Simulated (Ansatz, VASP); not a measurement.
MoPdRu2 in VASP and in Ansatz

```xyz
4
Lattice="2.7734 0.0000 0.0000 -1.3867 2.4019 0.0000 0.0000 0.0000 8.8947" Properties=species:S:1:pos:R:3 pbc="T T T"
Mo    0.0000    0.0000    0.0000
Ru    1.3867    0.8006    2.1539
Ru    1.3867    0.8006    6.7408
Pd    0.0000    0.0000    4.4473
```

Alike in both runs: task single point; functional LDA; k mesh 10 × 10 × 3; occupations fermi-dirac, width 0.1 eV; no spin polarisation.

```csv
,VASP,Ansatz
version,VASP 6.6.1,Ansatz 0.2.0
potentials or method,"VASP PAW LDA potentials, release 64 (Mo_sv, Ru_pv, Pd)","plane waves, PAW"
plane-wave cutoff (eV),500,420
valence electrons in the cell,52,64
```

```tsv
	VASP	Ansatz	Ansatz less VASP
gap on the k mesh at the Fermi level (eV)	none	none	-
pressure (GPa)	-15.7	-16.4	-0.75
traceless stress, the component that is largest in VASP (GPa)	-0.69	-0.77	-0.082
rms of the force components (eV/Å)	0.030	0.045	+0.0143
```

LDA's correlation is that of Perdew and Zunger in VASP and of Perdew and Wang (1992) in Ansatz. Atom by atom the forces differ by 0.014 eV/Å (rms over components). A gap of «none» marks a metal or a gap that the smearing closes. VASP's potentials hold 52 valence electrons a cell and Ansatz's 64, so a difference there can come from the potentials and not from the codes.
